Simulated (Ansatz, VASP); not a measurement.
ZnS: VASP beside Ansatz

File POSCAR:

```
ZnS
1.0
    3.5895904813      0.0000000000      0.0000000000
   -1.7947952406      3.1086765460      0.0000000000
    0.0000000000      0.0000000000      5.8799973210
Zn S
2 2
Direct
    0.0000000000      0.0000000000      0.0000000000
    0.0000000000      0.0000000000      0.5000000000
    0.3333333333      0.6666666667      0.2500000000
    0.6666666667      0.3333333333      0.7500000000
```

The input INCAR.step1:

```
  PREC = Accurate
  ENCUT = 520
  ISMEAR = 0
  SIGMA = 0.01
  LREAL = F
  LASPH = T
  NELM = 100
  NBANDS = 26
  GGA = PE
  ALGO = Normal
  EDIFF = 1E-4
  LWAVE = T
  LCHARG = F
```

Contents of INCAR.step2:

```
  PREC = Accurate
  ENCUT = 520
  EDIFF = 1E-6
  ISMEAR = 0
  SIGMA = 0.01
  LREAL = F
  LASPH = T
  NELM = 100
  ALGO = Normal
  ISIF = 2
  LWAVE = F
  LCHARG = F
  METAGGA = R2SCAN
  LMIXTAU = T
  NBANDS = 26
  ISTART = 1
```

KPOINTS

```
Automatic mesh
0
Gamma
  6 6 2
```

Input for Ansatz:

```yaml
crystal:
  lattice:
    - [3.5895904813, 0.0, 0.0]
    - [-1.7947952406, 3.108676546, 0.0]
    - [0.0, 0.0, 5.879997321]
  atoms:
    - { symbol: Zn, position: [0.0, 0.0, 0.0] }
    - { symbol: Zn, position: [0.0, 0.0, 0.5] }
    - { symbol: S, position: [0.3333333333, 0.6666666667, 0.25] }
    - { symbol: S, position: [0.6666666667, 0.3333333333, 0.75] }
kpoints:
  mp_grid: { grid: [6, 6, 2] }
hamiltonian:
  xc: r2scan
scf:
  occupations: { method: fixed }
output:
  optics:
    e_range: [2, 20]
    de: 0.2
    sigma: 0.03
    scissors: 0.6
    scheme: gaussian
    bands: auto
```

Alike in both runs: task single point; functional r2SCAN; k mesh 6 × 6 × 2; no spin polarisation.

```csv
,VASP,Ansatz
version,VASP 6.6.1,Ansatz 0.2.0
potentials or method,"VASP PAW PBE potentials, release 64 (Zn, S)","plane waves, PAW"
plane-wave cutoff (eV),520,500
occupations,"gaussian, width 0.01 eV",fixed
valence electrons in the cell,36,36
```

|  | VASP | Ansatz | Ansatz less VASP |
| --- | --- | --- | --- |
| gap on the k mesh at the Fermi level (eV) | 0.81 | 0.82 | +0.005 |

VASP's potentials were made for PBE, not for r2SCAN.

The k mesh is coarse, so the values compare programs but aren't converged.
